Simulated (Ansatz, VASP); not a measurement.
One calculation of Al, two programs

The input INCAR:

```
  PREC = Accurate
  ENCUT = 520
  EDIFF = 1E-6
  ISMEAR = 0
  SIGMA = 0.15
  LREAL = F
  LASPH = T
  NELM = 100
  ALGO = Fast
  ISIF = 2
  LWAVE = F
  LCHARG = F
  GGA = PS
  NBANDS = 10
```

Contents of KPOINTS:

```
Automatic mesh
0
Gamma
  18 18 10
```

Contents of POSCAR:

```
Al
1.0
    3.0492000000      0.0000000000      0.0000000000
   -1.5246000000      2.6406846612      0.0000000000
    0.0000000000      0.0000000000      4.6382883863
Al
2
Direct
    0.6666666667      0.3333333333      0.7500000000
    0.3333333333      0.6666666667      0.2500000000
```

Input for Ansatz:

```yaml
crystal:
  lattice:
    - [3.0492, 0.0, 0.0]
    - [-1.5246, 2.6406846612, 0.0]
    - [0.0, 0.0, 4.6382883863]
  atoms:
    - { symbol: Al, position: [0.6666666667, 0.3333333333, 0.75] }
    - { symbol: Al, position: [0.3333333333, 0.6666666667, 0.25] }
basis:
  ecutwfc: 420
kpoints:
  mp_grid: { grid: [18, 18, 10] }
hamiltonian:
  xc: pbesol
  pseudopotentials: { kind: paw, azcp: { folder: soft_1 } }
scf:
  occupations: { method: gaussian, width: 0.15 }
output:
  forces: true
  stress: true
  eigenvalues: true
```

Alike in both runs: task single point; functional PBEsol; k mesh 18 × 18 × 10; occupations gaussian, width 0.15 eV; no spin polarisation.

|  | VASP | Ansatz |
| --- | --- | --- |
| version | VASP 6.6.1 | Ansatz 0.2.0 |
| potentials or method | VASP PAW PBE potentials, release 64 (Al), cutoff 520 eV | scalar-relativistic, plane waves, PAW |
| valence electrons in the cell | 6 | 6 |

|  | VASP | Ansatz | Ansatz less VASP |
| --- | --- | --- | --- |
| gap on the k mesh at the Fermi level (eV) | none | none | - |
| pressure (GPa) | -7.5 | -7.5 | -0.04 |
| traceless stress, the component that is largest in VASP (GPa) | 1.87 | 1.85 | -0.015 |

VASP's potentials were made for PBE, not for PBEsol, and Ansatz warns of the same on its side. A gap of «none» marks a metal or a gap that the smearing closes.
